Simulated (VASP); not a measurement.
Set up this calculation in VASP 6.6.1, as the native input.

```
Task                   : relaxation of cell and atoms
Functional             : PBEsol
Potentials or basis    : VASP PAW PBE potentials, release 64 (Ca_sv, O)
Cutoff                 : 600 eV
k mesh                 : 10 × 10 × 10
Occupations            : gaussian, width 0.01 eV
Spin                   : no spin polarisation
Target pressure        : 15 GPa
Dipole correction      : no
Further INCAR settings : ALGO = Normal; EDIFF = 1e-07; IBRION = 2; EDIFFG = -0.002; NSW = 100; ISIF = 3
```

The structure of CaO lies in POSCAR:

```
CaO
1.0
    0.0000000000      2.3835738961      2.3835738961
    2.3835738961      0.0000000000      2.3835738961
    2.3835738961      2.3835738961      0.0000000000
Ca O
1 1
Direct
    0.0000000000      0.0000000000      0.0000000000
    0.5000000000      0.5000000000      0.5000000000
```

One way to write it, as run:

INCAR

```
SYSTEM = CaO
PREC = Accurate
ENCUT = 600
EDIFF = 1E-7
ISMEAR = 0
SIGMA = 0.01
LREAL = .FALSE.
LASPH = .TRUE.
NELM = 80
ALGO = Normal
ISIF = 3
LWAVE = .FALSE.
LCHARG = .FALSE.
GGA = PS
IBRION = 2
NSW = 100
EDIFFG = -0.002
PSTRESS = 150.0
```

KPOINTS

```
regular mesh
0
G
  10 10 10
  0 0 0
```

Potentials or basis: VASP PAW PBE potentials, release 64 (Ca_sv, O).

Run with:

```sh
$ cat potpaw_PBE.64/Ca_sv/POTCAR potpaw_PBE.64/O/POTCAR > POTCAR
$ mpirun -np 1 vasp_std > vasp.out
```

It gave:

* Relaxed volume: 12.27 Å³/atom
* Relaxed cell: a = 3.262 Å, b = 3.262 Å, c = 3.262 Å, α = 60.00°, β = 60.00°, γ = 60.00°
* Space group after relaxing (to 0.1 Å): Fm-3m (No. 225)
* Energy change on relaxing (the run minimises the enthalpy): +56.9 meV/atom
* Ionic steps: 6
* Pressure after relaxing: 15.0 GPa
* Band gap on the k mesh: 3.44 eV (least direct gap 3.78 eV)

Caveat: the cell is relaxed towards a set pressure, so the run minimises the enthalpy, not the energy; the PAW data sets were made with another functional, which shifts forces and pressure a little.

It took 3.3 min on 1 thread of AMD EPYC 7R13 (shared host), peak memory 0.15 GiB.
